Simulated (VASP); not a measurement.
# Pb12C in VASP: single point with PBE

Aim: the single point of Pb12C with PBE.

All numbers are computed with VASP 6.6.1; they aren't measurements. Logs are shortened: lines on timing, memory, paths and dates and some standing lists are left out, and cuts for length are marked.

**1. The cell of the first run**

The cell holds a slab with vacuum, 13 atoms: a = 7.130 Å, b = 7.130 Å, c = 20.317 Å, α = 90.00°, β = 90.00°, γ = 90.00°.

**2. Single point, PBE**

INCAR reads:

```
ALGO     = Normal         # electronic algorithm
DIPOL    = 0.5 0.5 0.333
EDIFF    = 1E-6           # SCF threshold, eV
ENCUT    = 520            # plane-wave cutoff, eV
GGA      = PE             # functional
IDIPOL   = 3            
ISIF     = 2              # what is computed and relaxed
ISMEAR   = 0              # smearing method
LASPH    = True           # aspherical terms in the spheres
LCHARG   = False          # write CHGCAR
LDIPOL   = True         
LREAL    = False          # projectors in reciprocal space
LWAVE    = False          # write WAVECAR
NBANDS   = 98             # bands
NELM     = 60             # most SCF steps
PREC     = Accurate       # precision mode
SIGMA    = 0.1            # smearing width, eV
```

KPOINTS reads:

```
k-points
0
Gamma
  4 4 1
```

POSCAR reads:

```
Pb12C
1.0
    7.1295023335      0.0000000000      0.0000000000
    0.0000000000      7.1295023335      0.0000000000
    0.0000000000      0.0000000000     20.3170895684
Pb C
12 1
Direct
    0.2500000000      0.2500000000      0.1968785926
    0.2500000000      0.7500000000      0.1968785926
    0.7500000000      0.2500000000      0.1968785926
    0.7500000000      0.7500000000      0.1968785926
    0.0000000000      0.0000000000      0.3154778686
    0.0000000000      0.5000000000      0.3154778686
    0.5000000000      0.0000000000      0.3154778686
    0.5000000000      0.5000000000      0.3154778686
    0.2500000000      0.2500000000      0.4339740463
    0.2500000000      0.7500000000      0.4339740463
    0.7500000000      0.2500000000      0.4339740463
    0.7500000000      0.7500000000      0.4339740463
    0.2500000000      0.2500000000      0.5392715679
```

Potentials or basis: VASP PAW PBE potentials, release 64 (Pb_d, C).

On the command line:

```bash
$ cat potpaw_PBE.64/Pb_d/POTCAR potpaw_PBE.64/C/POTCAR > POTCAR
$ mpirun -np 1 vasp_std > vasp.out
```

OUTCAR:

```text
EDIFF = 1E-6
   ENCUT = 520
   GGA = PE
   ISIF = 2
   ISMEAR = 0
   LASPH = True
   LREAL = False
   NELM = 60
   PREC = Accurate

 ion  position               nearest neighbor table
   1  0.250  0.250  0.197-   5 3.49   6 3.49   7 3.49   8 3.49   2 3.56   3 3.56   2 3.56   3 3.56

   2  0.250  0.750  0.197-   5 3.49   6 3.49   7 3.49   8 3.49   1 3.56   4 3.56   1 3.56   4 3.56

   3  0.750  0.250  0.197-   5 3.49   6 3.49   7 3.49   8 3.49   1 3.56   4 3.56   4 3.56   1 3.56
[... 15 lines left out ...]
  11  0.750  0.250  0.434-   5 3.49   6 3.49   7 3.49   8 3.49   9 3.56  12 3.56  12 3.56   9 3.56

  12  0.750  0.750  0.434-   5 3.49   6 3.49   7 3.49   8 3.49  10 3.56  11 3.56  11 3.56  10 3.56

  13  0.250  0.250  0.539-   9 2.14

  LATTYP: Found a simple tetragonal cell.
 ALAT       =     7.1295023335
 C/A-ratio  =     2.8497205861

  Lattice vectors:

 A1 = (   7.1295023335,   0.0000000000,   0.0000000000)
 A2 = (   0.0000000000,   7.1295023335,   0.0000000000)
 A3 = (   0.0000000000,   0.0000000000,  20.3170895684)

Analysis of symmetry for initial positions (statically):
=====================================================================
 Subroutine PRICEL returns:
 Original cell was already a primitive cell.

 Routine SETGRP: Setting up the symmetry group for a
 simple tetragonal supercell.

 Subroutine GETGRP returns: Found  8 space group operations
 (whereof  2 operations were pure point group operations)
 out of a pool of 16 trial point group operations.

The static configuration has the point symmetry C_1h.
 The point group associated with its full space group is C_4v.

Analysis of symmetry for dynamics (positions and initial velocities):
=====================================================================
 Subroutine PRICEL returns:
 Original cell was already a primitive cell.

 Routine SETGRP: Setting up the symmetry group for a
 simple tetragonal supercell.

 Subroutine GETGRP returns: Found  8 space group operations
 (whereof  2 operations were pure point group operations)
 out of a pool of 16 trial point group operations.

The dynamic configuration has the point symmetry C_1h.
 The point group associated with its full space group is C_4v.

 Subroutine INISYM returns: Found  8 space group operations
 (whereof  2 operations are pure point group operations),
 and found     1 'primitive' translations

----------------------------------------------------------------------------------------

                                     Primitive cell

  volume of cell :    1032.7137

  direct lattice vectors                    reciprocal lattice vectors
     7.129502333  0.000000000  0.000000000     0.140262245  0.000000000  0.000000000
     0.000000000  7.129502333  0.000000000     0.000000000  0.140262245  0.000000000
     0.000000000  0.000000000 20.317089568     0.000000000  0.000000000  0.049219648

  length of vectors
     7.129502333  7.129502333 20.317089568     0.140262245  0.140262245  0.049219648

  position of ions in fractional coordinates (direct lattice)
     0.250000000  0.250000000  0.196878593
     0.250000000  0.750000000  0.196878593
     0.750000000  0.250000000  0.196878593
     0.750000000  0.750000000  0.196878593
     0.000000000  0.000000000  0.315477869
     0.000000000  0.500000000  0.315477869
     0.500000000  0.000000000  0.315477869
     0.500000000  0.500000000  0.315477869
     0.250000000  0.250000000  0.433974046
     0.250000000  0.750000000  0.433974046
     0.750000000  0.250000000  0.433974046
     0.750000000  0.750000000  0.433974046
     0.250000000  0.250000000  0.539271568

  ion indices of the primitive-cell ions
   primitive index   ion index
                 1           1
                 2           2
                 3           3
                 4           4
                 5           5
                 6           6
                 7           7
                 8           8
                 9           9
                10          10
                11          11
                12          12
                13          13

----------------------------------------------------------------------------------------

 KPOINTS: k-points

Automatic generation of k-mesh.
 Grid dimensions read from file:
 generate k-points for:    4    4    1

 Generating k-lattice:

  Cartesian coordinates                     Fractional coordinates (reciprocal lattice)
     0.035065561  0.000000000  0.000000000     0.250000000  0.000000000  0.000000000
     0.000000000  0.035065561  0.000000000     0.000000000  0.250000000  0.000000000
     0.000000000  0.000000000  0.049219648     0.000000000  0.000000000  1.000000000

  Length of vectors
     0.035065561  0.035065561  0.049219648

  Shift w.r.t. Gamma in fractional coordinates (k-lattice)
     0.000000000  0.000000000  0.000000000

 Subroutine IBZKPT returns following result:
 ===========================================

 Found      6 irreducible k-points:

 Following reciprocal coordinates:
            Coordinates               Weight
  0.000000  0.000000  0.000000      1.000000
  0.250000  0.000000  0.000000      4.000000
  0.500000  0.000000  0.000000      2.000000
  0.250000  0.250000  0.000000      4.000000
  0.500000  0.250000  0.000000      4.000000
  0.500000  0.500000  0.000000      1.000000
   k-points           NKPTS =      6   k-points in BZ     NKDIM =      6   number of bands    NBANDS=     98
   number of dos      NEDOS =    301   number of ions     NIONS =     13
   total plane-waves  NPLWV = 466560
   dimension x,y,z NGX =    54 NGY =   54 NGZ =  160
   dimension x,y,z NGXF=   108 NGYF=  108 NGZF=  320
   ions per type =              12   1
   NGX,Y,Z   is equivalent  to a cutoff of  12.59, 12.59, 13.09 a.u.
   NGXF,Y,Z  is equivalent  to a cutoff of  25.18, 25.18, 26.18 a.u.
 SYSTEM =  unknown system
   PREC   = accura    normal or accurate (medium, high low for compatibility)
   ISTART =      0    job   : 0-new  1-cont  2-samecut
   ICHARG =      2    charge: 1-file 2-atom 10-const
   ISPIN  =      1    spin polarized calculation?
   LNONCOLLINEAR =      F non collinear calculations
   LSORBIT =      F    spin-orbit coupling
   LASPH  =      T    aspherical Exc in radial PAW
   ENCUT  =  520.0 eV  38.22 Ry    6.18 a.u.  13.26 13.26 37.78*2*pi/ulx,y,z
   NELM   =     60;   NELMIN=  2; NELMDL= -5     # of ELM steps
   EDIFF  = 0.1E-05   stopping-criterion for ELM
   LREAL  =      F    real-space projection
   EDIFFG = 0.1E-04   stopping-criterion for IOM
   NSW    =      0    number of steps for IOM
   IBRION =     -1    ionic relax: 0-MD 1-quasi-New 2-CG
   NFREE  =      0    steps in history (QN), initial steepest desc. (CG)
   ISIF   =      2    stress and relaxation
   ISYM   =      2    0-nonsym 1-usesym 2-fastsym
   POTIM  = 0.5000    time-step for ionic-motion
   TEBEG  =    0.0;   TEEND  =   0.0 temperature during run
   PSTRESS=    0.0 pullay stress
   NELECT =     172.0000    total number of electrons
   NUPDOWN=      -1.0000    fix difference up-down
   EMIN   =  10.00;   EMAX   =-10.00  energy-range for DOS
   EFERMI =   0.00;   METHOD = LEGACY
   ISMEAR =     0;   SIGMA  =   0.10  broadening in eV -4-tet -1-fermi 0-gaus
   EFERMI_NEDOS =   21; number of points for ismear=-14 and -15
   IALGO  =     38    algorithm
   IMIX   =      4    mixing-type and parameters
     AMIX     =   0.40;   BMIX     =  1.00
     AMIX_MAG =   1.60;   BMIX_MAG =  1.00
  volume/ion in A,a.u.               =      79.44       536.08
  Fermi-wavevector in a.u.,A,eV,Ry     =   0.900722  1.702119 11.038420  0.811301
  Thomas-Fermi vector in A             =   2.023715
   LORBIT       =      0    0 simple, 1 ext, 2 COOP (PROOUT), +10 PAW based schemes
   GGA     = PE    functional components
   LHFCALC =     F    Hartree Fock is set to
   AEXX    =    0.0000 exact exchange contribution
   IVDW    =     0    specifies the selected vdW correction
   LEPSILON=     F    determine dielectric tensor
   LRPA    =     F    only Hartree local field effects (RPA)
 non-spin polarized calculation
 Gauss-broadening in eV      SIGMA  =   0.10
  energy-cutoff  :      520.00
  volume of cell :     1032.71
 maximum number of plane-waves:     27822
 NGX is ok and might be reduce to    54
   NGX = 27   NGY = 27   NGZ = 75

 dipolmoment           0.000000      0.000000     -0.102147 electrons x Angstroem

 number of electron     172.0000039 magnetization

 dipolmoment           0.000000      0.000000      0.394798 electrons x Angstroem

 Free energy of the ion-electron system (eV)
  ---------------------------------------------------
  ext. energy  EPLUGINS =         0.00000000
  ---------------------------------------------------
  free energy    TOTEN  =       -43.59595677 eV

  energy without entropy =      -43.55273900  energy(sigma->0) =      -43.57434788

 E-fermi :  -0.1999     XC(G=0):  -4.5719

 val. band max:       -0.2634724818   @ k =   0.2500   0.2500   0.0000
 cond. band min:      -0.1786101745   @ k =   0.5000   0.2500   0.0000
 fundamental gap:      0.0848623073
 Fermi energy:        -0.1998846520

 k-point     1 :       0.0000    0.0000    0.0000
  band No.  band energies     occupation
      1     -17.4227      2.00000
      2     -17.4057      2.00000
      3     -17.4057      2.00000
      4     -17.3904      2.00000
      5     -17.3819      2.00000
      6     -17.3747      2.00000
[... 595 lines left out ...]
     97       1.2095      0.00000
     98       1.6112      0.00000

------------------------ aborting loop because EDIFF is reached ----------------------------------------

 vacuum level on the upper side and lower side of the slab       (xc-potential included)         0.587        -0.786

  FORCE on cell =-STRESS in cart. coord.  units (eV):
  Direction    XX          YY          ZZ          XY          YZ          ZX
  --------------------------------------------------------------------------------------
  -------------------------------------------------------------------------------------
  Total       -3.5343604     -3.5343604      0.4634947      0.0000000      0.0000000      0.0000000
  in kB       -5.4832935     -5.4832935      0.7190770      0.0000000      0.0000000      0.0000000
  external PRESSURE =      -3.4158367 kB  Pullay stress =       0.0000000 kB

 VOLUME and BASIS-vectors are now :
 -----------------------------------------------------------------------------
  energy-cutoff  :      520.00
  volume of cell :     1032.71
      direct lattice vectors                 reciprocal lattice vectors
     7.129502333  0.000000000  0.000000000     0.140262245  0.000000000  0.000000000
     0.000000000  7.129502333  0.000000000     0.000000000  0.140262245  0.000000000
     0.000000000  0.000000000 20.317089568     0.000000000  0.000000000  0.049219648

 POSITION                                       TOTAL-FORCE (eV/Angst)
 -----------------------------------------------------------------------------------
      1.78238      1.78238      4.00000        -0.000000      0.000000      0.031039
      1.78238      5.34713      4.00000         0.000000     -0.000000      0.038534
      5.34713      1.78238      4.00000         0.000000      0.000000      0.038534
      5.34713      5.34713      4.00000         0.000000      0.000000      0.184561
      0.00000      0.00000      6.40959        -0.027165     -0.027165     -0.215551
      0.00000      3.56475      6.40959        -0.027165      0.027165     -0.215551
      3.56475      0.00000      6.40959         0.027165     -0.027165     -0.215551
      3.56475      3.56475      6.40959         0.027165      0.027165     -0.215551
      1.78238      1.78238      8.81709        -0.000000      0.000000      0.042780
      1.78238      5.34713      8.81709        -0.000000      0.000000      0.206399
      5.34713      1.78238      8.81709         0.000000      0.000000      0.206399
      5.34713      5.34713      8.81709        -0.000000      0.000000      0.122106
      1.78238      1.78238     10.95643         0.000000      0.000000     -0.008150
 -----------------------------------------------------------------------------------
    total drift:                                0.000000      0.000000      0.001954

  FREE ENERGIE OF THE ION-ELECTRON SYSTEM (eV)
  ---------------------------------------------------
  free  energy   TOTEN  =       -43.5959567661 eV

  energy  without entropy=      -43.5527389993  energy(sigma->0) =      -43.57434788

 vacuum level on the upper side and lower side of the slab         4.871         3.455
```

Wall time 67 min (1 thread of Intel Xeon 8259CL, shared host); peak memory 1.2 GiB.

What came out:

```
Free energy            : -43.5960 eV
Largest force          : 0.219 eV/Å
Band gap on the k mesh : zero (bands 86 and 87 overlap by 0.58 eV)
```

Forces in eV/Å, atoms in the order of the input:
```
Pb   0.000  0.000  0.031
Pb   0.000  0.000  0.039
Pb   0.000  0.000  0.039
Pb   0.000  0.000  0.185
Pb  -0.027 -0.027 -0.216
Pb  -0.027  0.027 -0.216
Pb   0.027 -0.027 -0.216
Pb   0.027  0.027 -0.216
Pb   0.000  0.000  0.043
Pb   0.000  0.000  0.206
Pb   0.000  0.000  0.206
Pb   0.000  0.000  0.122
C    0.000  0.000 -0.008
```

Caveat: spin-orbit coupling is left out, which moves the levels of the heavy elements.

The gap in the log of VASP goes by the Fermi energy; the results here count the filled bands.